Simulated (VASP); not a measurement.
**Mn: single point with LDA**

Mn:

```xyz
2
Lattice="2.4836 0.0000 0.0000 -1.2418 2.1509 0.0000 0.0000 0.0000 4.0262" Properties=species:S:1:pos:R:3 pbc="T T T"
Mn    0.0000    1.4339    1.0065
Mn    1.2418    0.7170    3.0196
```

```json
{"Program": "VASP 6.6.1", "Task": "single point", "Functional": "LDA", "Potentials or basis": "VASP PAW LDA potentials, release 64 (Mn_pv)", "Cutoff": "520 eV", "k mesh": "12 × 12 × 7", "Occupations": "fermi-dirac, width 0.05 eV", "Spin": "collinear spin, ferromagnetic start", "Starting moments": "[4.0, 4.0] μB", "Dipole correction": "no", "Further INCAR settings": "ALGO = Normal; EDIFF = 1e-06; NBANDS = 24"}
```

- Pressure: -19.2 GPa
- Band gap on the k mesh: zero (filled and empty bands overlap)
- Net moment: 0.00 μB per cell
- Valence electrons inside the program's atomic spheres: Mn 12.00

Stress tensor (GPa, compression positive):
```
-18.85   0.00   0.00
  0.00 -18.85   0.00
  0.00   0.00 -19.93
```

Levels at points of the mesh, in eV from the Fermi level:
Spin up:
```
           k point  band 9  band 10  band 11  band 12  band 13  band 14  band 15  band 16  band 17  band 18
(0.00, 0.00, 0.00)   -0.98    -0.95    -0.95    -0.48    -0.48     0.05     0.05     0.82     1.61     1.61
(0.50, 0.00, 0.00)   -3.66    -1.27    -1.16    -0.93    -0.42     1.83     1.96     2.04     3.63     5.72
```
Spin down:
| k point | band 9 | band 10 | band 11 | band 12 | band 13 | band 14 | band 15 | band 16 | band 17 | band 18 |
| --- | --- | --- | --- | --- | --- | --- | --- | --- | --- | --- |
| (0.00, 0.00, 0.00) | -0.98 | -0.95 | -0.95 | -0.48 | -0.48 | 0.05 | 0.05 | 0.82 | 1.61 | 1.61 |
| (0.50, 0.00, 0.00) | -3.66 | -1.27 | -1.16 | -0.93 | -0.42 | 1.83 | 1.96 | 2.04 | 3.63 | 5.72 |

Wall time 25 s on 1 thread of Intel(R) Xeon(R) 6975P-C (Granite Rapids) (shared host), peak memory 0.16 GiB.

Caveat: the starting moments collapsed, and a magnetic state may lie lower.
